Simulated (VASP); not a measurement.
NaCl: single point with r2SCAN

The system is NaCl.

```xyz
2
Lattice="0.0000 2.8868 2.8868 2.8868 0.0000 2.8868 2.8868 2.8868 0.0000" Properties=species:S:1:pos:R:3 pbc="T T T"
Na    0.0000    0.0000    0.0000
Cl    2.8868    2.8868    2.8868
```

This cell differs from its parent crystal: strain +3.0%.

```json
{
  "Program": "VASP 6.6.1",
  "Task": "single point",
  "Functional": "r2SCAN",
  "Potentials or basis": "VASP PAW PBE potentials, release 64 (Na_pv, Cl)",
  "Cutoff": "520 eV",
  "k mesh": "8 × 8 × 8",
  "Occupations": "gaussian, width 0.01 eV",
  "Spin": "no spin polarisation",
  "Dipole correction": "no",
  "Further INCAR settings": "ALGO = Normal; EDIFF = 1e-07; NBANDS = 14"
}
```

The pressure is -2.2 GPa and the band gap on the k mesh is 5.65 eV.

Levels at points of the mesh, in eV from the valence-band top:
| k point | band 5 | band 6 | band 7 | band 8 | band 9 | band 10 |
| --- | --- | --- | --- | --- | --- | --- |
| (0.00, 0.00, 0.00) | 0.00 | 0.00 | 0.00 | 5.65 | 11.68 | 11.68 |
| (0.50, 0.00, 0.00) | -1.72 | -0.24 | -0.24 | 7.81 | 11.04 | 11.60 |
| (0.50, 0.50, 0.00) | -1.50 | -0.54 | -0.54 | 8.24 | 8.66 | 11.69 |

It took 2.5 min on 1 thread of AMD EPYC 7R13, on a shared host, peak memory 0.14 GiB.

Caveat: the cell differs from its parent crystal (strain +3.0%); the PAW data sets were made with another functional, which shifts forces and pressure a little. A k mesh can miss the band edges.
